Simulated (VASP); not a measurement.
Input of a VASP 6.6.1 run:

Contents of POSCAR:

```
Cu
1.0
    0.0000000000      2.7255974187      2.7255974187
    2.7255974187      0.0000000000      2.7255974187
    2.7255974187      2.7255974187      0.0000000000
Cu
2
Direct
    0.1250000000      0.1250000000      0.1250000000
    0.8750000000      0.8750000000      0.8750000000
```

The input INCAR.step1:

```
SYSTEM = Cu
PREC = Accurate ; ENCUT = 660
ISMEAR = -1 ; SIGMA = 0.1
LREAL = .FALSE. ; LASPH = .TRUE.
NELM = 120 ; NBANDS = 18
GGA = PE ; ALGO = Normal
EDIFF = 1E-5 ; LWAVE = .TRUE.
LCHARG = .FALSE. ; GGA_COMPAT = .FALSE.
```

INCAR.step2

```
SYSTEM = Cu
PREC = Accurate ; ENCUT = 660
EDIFF = 1E-6 ; ISMEAR = -1
SIGMA = 0.1 ; LREAL = .FALSE.
LASPH = .TRUE. ; NELM = 120
ALGO = Normal ; ISIF = 2
LWAVE = .FALSE. ; LCHARG = .FALSE.
METAGGA = R2SCAN ; LMIXTAU = .TRUE.
NBANDS = 18 ; ISTART = 1
GGA_COMPAT = .FALSE.
```

KPOINTS

```
regular mesh
0
G
  12 12 12
  0 0 0
```

Potentials or basis: VASP PAW PBE potentials, release 64 (Cu).

Command:

```sh
$ cat potpaw_PBE.64/Cu/POTCAR > POTCAR
$ cp INCAR.step1 INCAR
$ mpirun -np 1 vasp_std > vasp.out
$ cp INCAR.step2 INCAR
$ mpirun -np 1 vasp_std > vasp.out
```

(1) What does it give for the pressure?

(2) Estimate the band gap on the k mesh.

Results:

(1) -5.4 GPa.

(2) zero (band 11 reaches 2.84 eV, above the bottom of band 12 at 1.81 eV).

Caveat: the PAW data sets were made with another functional, which shifts forces and pressure a little.
